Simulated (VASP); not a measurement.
Write the native input for VASP 6.6.1 that does the following.

```yaml
Task: single point
Functional: PBEsol
Potentials_or_basis: VASP PAW PBE potentials, release 64 (V_sv)
Cutoff: 520 eV
k_mesh: 16 × 16 × 4
Occupations: fermi-dirac, width 0.1 eV
Spin: no spin polarisation
Dipole_correction: no
Further_INCAR_settings: ALGO = Normal; EDIFF = 1e-06; NBANDS = 34
```

The structure of V lies in POSCAR:

```
V
1.0
    2.6558482536      0.0000000000      0.0000000000
   -1.3279241268      2.3000320562      0.0000000000
    0.0000000000      0.0000000000      9.4378495494
V
4
Direct
    0.0000000000      1.0000000000      1.0000000000
    0.0000000000      1.0000000000      0.5000000000
    0.3333333333      0.6666666667      0.2500000000
    0.6666666667      0.3333333333      0.7500000000
```

This isn't the form of V at room conditions, which is bcc.

The input as run:

INCAR

```
PREC = Accurate
ENCUT = 520
EDIFF = 1E-6
ISMEAR = -1
SIGMA = 0.1
LREAL = False
LASPH = True
NELM = 80
ALGO = Normal
ISIF = 2
LWAVE = False
LCHARG = False
GGA = PS
NBANDS = 34
```

KPOINTS

```
Automatic mesh
0
Gamma
  16 16 4
```

Potentials or basis: VASP PAW PBE potentials, release 64 (V_sv).

Run with:

```bash
$ cat potpaw_PBE.64/V_sv/POTCAR > POTCAR
$ mpirun -np 1 vasp_std > vasp.out
```

It gave:

| Quantity | Value |
| --- | --- |
| Pressure | -12.2 GPa |
| Band gap on the k mesh | zero (bands 26 and 27 overlap by 0.90 eV) |

Caveat: the cell stands under tension; the PAW data sets were made with another functional, which shifts forces and pressure a little.

Run time: 4.6 min on 1 thread of Intel Xeon 8259CL, with other jobs on the host, peak memory 0.26 GiB.
